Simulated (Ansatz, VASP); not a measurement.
Given: the input of a run of Ansatz 0.2.0 on AlSn.

input.yaml

```yaml
crystal:
  lattice:
    - [4.1981056157, 0.0, 0.0]
    - [-2.0990528078, 3.6356661109, 0.0]
    - [0.0, 0.0, 3.306847]
  atoms:
    - { symbol: Sn, position: [0.3333333333, 0.6666666667, 0.5] }
    - { symbol: Al, position: [0.0, 0.0, 0.0] }
hamiltonian:
  xc: pbe
  pseudopotentials: { kind: paw }
kpoints:
  mp_grid: { grid: [7, 7, 8] }
scf:
  occupations: { method: gaussian, width: 0.016 }
output:
  forces: true
  stress: true
  eigenvalues: true
```

Potentials or basis: Ansatz PAW.

The run is started by

```bash
$ ansatz run input.yaml --threads 2 --pin off --max-ram 5632MiB --backend cpu --events-out ev --progress --plain --runs-dir out
```

Question: Set up the same calculation for VASP 6.6.1. Potentials there: VASP PAW PBE potentials, release 64 (Sn_d, Al).

Answer: As run (the cutoff follows the program's own potentials):

File INCAR:

```
SYSTEM = AlSn
PREC = Accurate
ENCUT = 520
EDIFF = 1E-6
ISMEAR = 0
SIGMA = 0.016
LREAL = .False.
LASPH = .True.
NELM = 100
ALGO = Normal
ISIF = 2
LWAVE = .False.
LCHARG = .True.
GGA = PE
LELF = .True.
LVHAR = .True.
NBANDS = 16
```

Contents of KPOINTS:

```
regular mesh
0
Gamma
  7 7 8
  0 0 0
```

The input POSCAR:

```
AlSn
1.0
    4.1981056157      0.0000000000      0.0000000000
   -2.0990528078      3.6356661109      0.0000000000
    0.0000000000      0.0000000000      3.3068470000
Sn Al
1 1
Direct
    0.3333333333      0.6666666667      0.5000000000
    0.0000000000      0.0000000000      0.0000000000
```

Potentials or basis: VASP PAW PBE potentials, release 64 (Sn_d, Al).

Launch:

```sh
$ cat potpaw_PBE.64/Sn_d/POTCAR potpaw_PBE.64/Al/POTCAR > POTCAR
$ mpirun -np 1 vasp_std > vasp.out
```

Both were run:

|  | VASP | Ansatz | Ansatz less VASP |
| --- | --- | --- | --- |
| gap on the k mesh at the Fermi level (eV) | none | none | - |
| pressure (GPa) | 0.2 | 0.3 | +0.05 |
| traceless stress, the component that is largest in VASP (GPa) | 0.54 | 0.54 | 0.000 |

A gap of «none» marks a metal or a gap that the smearing closes. With one functional, cell and mesh, what is left measures potentials, basis and numerics.
